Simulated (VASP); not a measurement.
Runs of VASP 6.6.1 on Ga4Sb3P. The structure is that of space group P-43m (No. 215), or close to it. The cells are those of the table. 

```tsv
level	cell	gap on the mesh (eV)	pressure (GPa)	largest force (eV/Å)
PBE	a = 6.160 Å, 8 atoms	none	-2.5	0.03
PBE	a = 5.918 Å, 8 atoms	none	(b)	0.05
PBE	a = 5.961 Å, 8 atoms	none	2.1	0.06
PBE	a = 6.101 Å, 8 atoms	none	-1.4	0.02
PBE	a = 6.041 Å, 8 atoms	none	0.0	0.01
r2SCAN	a = 5.840 Å, 8 atoms	0.30	4.4	0.07
r2SCAN	a = 5.901 Å, 8 atoms	0.25	(a)	0.03
PBE	a = 5.980 Å, 8 atoms	none	1.6	0.03
```

Alike in all rows: task single point; potentials or basis VASP PAW PBE potentials, release 64 (P, Ga_d, Sb); no spin polarisation; k mesh 4 × 4 × 4; cutoff (eV) 520; smearing fermi-dirac 0.02 eV.

**Question.** Estimate the missing entries.

**Answer.** (a) 2.0; (b) 3.5.

Caveats: spin-orbit coupling is left out, which moves the levels of the heavy elements; semilocal functionals underestimate gaps, so a narrow gap can read as zero (at least some runs); the cell stands under pressure (at least some runs); the PAW data sets were made with another functional, which shifts forces and pressure a little (at least some runs).

A k mesh can miss the band edges, and the runs leave out spin-orbit coupling on Ga, Sb.

A gap of «none» marks levels without a gap at the run's occupations.
